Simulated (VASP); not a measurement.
# Mg3ZrN2 (P6/mmm) in VASP: further runs, part 2 of 2

VASP 6.6.1. Earlier steps stand in the parts before.

## (5) Relaxation of cell and atoms, PBE

INCAR

```
SYSTEM = Mg3ZrN2
PREC = Accurate ; ENCUT = 600
EDIFF = 1E-6 ; ISMEAR = 0
SIGMA = 0.1 ; LREAL = .False.
LASPH = .True. ; NELM = 100
ALGO = Normal ; ISIF = 3
LWAVE = .False. ; LCHARG = .False.
GGA = PE ; IBRION = 2
NSW = 100 ; EDIFFG = -0.01
```

KPOINTS

```
Automatic mesh
0
Gamma
  12 12 12
  0 0 0
```

POSCAR

```
Mg3ZrN2
1.0
    5.6979696500      0.0000000000      0.0000000000
   -2.8489848200      4.9345864600      0.0000000000
    0.0000000000      0.0000000000      2.9895548300
Mg Zr N
3 1 2
Direct
    0.0000000000      0.5000000000      0.0000000000
    0.5000000000      0.5000000000      0.0000000000
    0.5000000000      0.0000000000      0.0000000000
    0.0000000000      0.0000000000      0.5000000000
    0.6666666700      0.3333333300      0.5000000000
    0.3333333300      0.6666666700      0.5000000000
```

Potentials or basis: VASP PAW PBE potentials, release 64 (Mg, Zr_sv, N).

On the command line:

```
> cat potpaw_PBE.64/Mg/POTCAR potpaw_PBE.64/Zr_sv/POTCAR potpaw_PBE.64/N/POTCAR > POTCAR
> mpirun -np 1 vasp_std > vasp.out
```

OUTCAR:

```text
SYSTEM = Mg3ZrN2
   PREC = Accurate
   ENCUT = 600
   EDIFF = 1E-6
   ISMEAR = 0
   LREAL = .False.
   LASPH = .True.
   NELM = 100
   ISIF = 3
   GGA = PE
   IBRION = 2
   NSW = 100
   EDIFFG = -0.01

 ion  position               nearest neighbor table
   1  0.000  0.500  0.000-   5 2.22   6 2.22   5 2.22   6 2.22   3 2.85   3 2.85   2 2.85   2 2.85
                             4 3.22   4 3.22   4 3.22   4 3.22
   2  0.500  0.500  0.000-   5 2.22   6 2.22   5 2.22   6 2.22   3 2.85   3 2.85   1 2.85   1 2.85
                             4 3.22   4 3.22   4 3.22   4 3.22
   3  0.500  0.000  0.000-   5 2.22   6 2.22   5 2.22   6 2.22   2 2.85   2 2.85   1 2.85   1 2.85
                             4 3.22   4 3.22   4 3.22   4 3.22
   4  0.000  0.000  0.500-   1 3.22   1 3.22   1 3.22   1 3.22   2 3.22   2 3.22   2 3.22   2 3.22
                             3 3.22   3 3.22   3 3.22   3 3.22
   5  0.667  0.333  0.500-   3 2.22   3 2.22   1 2.22   1 2.22   2 2.22   2 2.22
   6  0.333  0.667  0.500-   3 2.22   3 2.22   1 2.22   1 2.22   2 2.22   2 2.22

  LATTYP: Found a hexagonal cell.
 ALAT       =     5.6979696500
 C/A-ratio  =     0.5246701920

  Lattice vectors:

 A1 = (   5.6979696500,   0.0000000000,   0.0000000000)
 A2 = (  -2.8489848200,   4.9345864600,   0.0000000000)
[... 189 lines left out ...]

  FORCE on cell =-STRESS in cart. coord.  units (eV):
  Direction    XX          YY          ZZ          XY          YZ          ZX
  --------------------------------------------------------------------------------------
  -------------------------------------------------------------------------------------
  Total       -2.8139618     -2.8139618      1.8164174     -0.0000000      0.0000000      0.0000000
  in kB      -53.6353796    -53.6353794     34.6217341     -0.0000001      0.0000000      0.0000000
  external PRESSURE =     -24.2163416 kB  Pullay stress =       0.0000000 kB
[... 227 lines left out ...]
--------------------------------------- Ionic step        7  -------------------------------------------

 number of electron      28.0000001 magnetization

 Free energy of the ion-electron system (eV)
  ---------------------------------------------------
  ext. energy  EPLUGINS =         0.00000000
  ---------------------------------------------------
  free energy    TOTEN  =       -30.87506033 eV

  energy without entropy =      -30.85874085  energy(sigma->0) =      -30.86690059

 E-fermi :   6.3134     XC(G=0): -10.7013

 val. band max:        6.3040637851   @ k =   0.3333   0.2500   0.2500
 cond. band min:       6.3189332442   @ k =   0.3333   0.1667   0.0833
 fundamental gap:      0.0148694591
 Fermi energy:         6.3134407007

 k-point     1 :       0.0000    0.0000    0.0000
  band No.  band energies     occupation
      1     -43.0297      2.00000
      2     -21.2336      2.00000
      3     -21.2336      2.00000
      4     -20.3751      2.00000
      5      -8.4394      2.00000
      6      -7.2384      2.00000
[... 481 lines left out ...]
      5      -8.1258      2.00000
      6      -7.4880      2.00000
[... 10 lines left out ...]
     17       7.9038      0.00000
     18       8.1000      0.00000

 [... further k-points ...]
[... 5 lines left out ...]
  --------------------------------------------------------------------------------------
  -------------------------------------------------------------------------------------
  Total        0.0578452      0.0578452     -0.0297585      0.0000000      0.0000000      0.0000000
  in kB        1.1572912      1.1572912     -0.5953682      0.0000000      0.0000000      0.0000000
  external PRESSURE =       0.5730714 kB  Pullay stress =       0.0000000 kB
[... 21 lines left out ...]
  FREE ENERGIE OF THE ION-ELECTRON SYSTEM (eV)
  ---------------------------------------------------
  free  energy   TOTEN  =       -30.8750603337 eV

  energy  without entropy=      -30.8587408539  energy(sigma->0) =      -30.86690059

 reached required accuracy - stopping structural energy minimisation
```

Run time: 13 min. Hardware: 1 thread of Intel Xeon 6975P-C, shared host; peak memory 0.45 GiB.

What came out:

| Quantity | Value |
| --- | --- |
| Free energy | -30.8751 eV |
| Relaxed volume | 13.35 Å³/atom |
| Relaxed cell | a = 5.454 Å, b = 5.454 Å, c = 3.109 Å, α = 90.00°, β = 90.00°, γ = 120.00° |
| Space group after relaxing (to 0.05 Å) | P6/mmm (No. 191) |
| Energy gained by relaxing | 27.0 meV/atom |
| Ionic steps | 7 |
| Pressure after relaxing | 0.1 GPa |
| Band gap on the k mesh | zero (band 14 reaches 6.87 eV, above the bottom of band 15 at 5.82 eV) |

Stress tensor (GPa, compression positive):
```
 0.12  0.00  0.00
 0.00  0.12  0.00
 0.00  0.00 -0.06
```

The path:
```
step  energy change (eV)  largest force (eV/Å)  pressure (GPa)  volume (Å³)
   1              0.0000                0.0000           -2.42        84.06
   2             -0.1152                0.0000           -0.46        81.47
   3             -0.1523                0.0000            1.96        78.86
   4             -0.1527                0.0000            1.72        79.09
   5             -0.1594                0.0000           -0.75        80.59
   6             -0.1620                0.0000            0.09        80.06
   7             -0.1620                0.0000            0.06        80.08
```

Final structure:
```
CELL_PARAMETERS angstrom
5.45357 0.00000 0.00000
-2.72679 4.72293 0.00000
0.00000 0.00000 3.10916
ATOMIC_POSITIONS crystal
Mg 0.00000 0.50000 0.00000
Mg 0.50000 0.50000 0.00000
Mg 0.50000 0.00000 0.00000
Zr 0.00000 0.00000 0.50000
N 0.66667 0.33333 0.50000
N 0.33333 0.66667 0.50000
```

## (6) Overview

```csv
task,spin,cell,k mesh,cutoff (eV),gap on the mesh (eV),pressure (GPa)
single point,off,"a = 5.698, b = 5.698, c = 2.990 Å, angles 90.0, 90.0, 120.0°, 6 atoms",6 × 6 × 6,520,none,-2.2
single point,off,"a = 5.464, b = 5.464, c = 3.110 Å, angles 90.0, 90.0, 120.0°, 6 atoms",12 × 12 × 12,520,none,-0.3
single point,"collinear, ferromagnetic start","a = 5.698, b = 5.698, c = 2.990 Å, angles 90.0, 90.0, 120.0°, 6 atoms",6 × 6 × 6,520,none,-2.2
relaxation of cell and atoms,off,"relaxed from a = 5.698, b = 5.698, c = 2.990 Å, angles 90.0, 90.0, 120.0°, 6 atoms",12 × 12 × 12,600,none,0.1
```

Alike in all rows: level PBE; potentials or basis VASP PAW PBE potentials, release 64 (Mg, Zr_sv, N); smearing gaussian 0.1 eV.

Absolute energies hang on the potentials; compare differences alone.
